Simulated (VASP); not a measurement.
A run of VASP 6.6.1:

Contents of INCAR:

```
PREC = Accurate
ENCUT = 520
EDIFF = 1E-6
ISMEAR = 0
SIGMA = 0.1
LREAL = F
LASPH = T
NELM = 60
ALGO = Fast
ISIF = 2
LWAVE = F
LCHARG = F
GGA = PE
NBANDS = 22
```

File KPOINTS:

```
regular mesh
0
Gamma
  10 10 10
```

The input POSCAR:

```
Cs2Au
1.0
    0.0000000000      4.3493531579      4.3493531579
    4.3493531579      0.0000000000      4.3493531579
    4.3493531579      4.3493531579      0.0000000000
Cs Au
2 1
Direct
    0.0000000000      0.0000000000      0.0000000000
    0.7500000000      0.7500000000      0.7500000000
    0.2500000000      0.2500000000      0.2500000000
```

Potentials or basis: VASP PAW PBE potentials, release 64 (Cs_sv, Au).

Command:

```console
$ cat potpaw_PBE.64/Cs_sv/POTCAR potpaw_PBE.64/Au/POTCAR > POTCAR
$ mpirun -np 1 vasp_std > vasp.out
```

Hardware: 1 thread of Intel(R) Xeon(R) Platinum 8488C (Sapphire Rapids) (shared host).

Task: Estimate the wall time of this run.

Result: Run time: 2.7 min on 1 thread of Intel(R) Xeon(R) Platinum 8488C (Sapphire Rapids), with other jobs on the host, peak memory 0.41 GiB. Counts: scf iterations 13, k points 47.
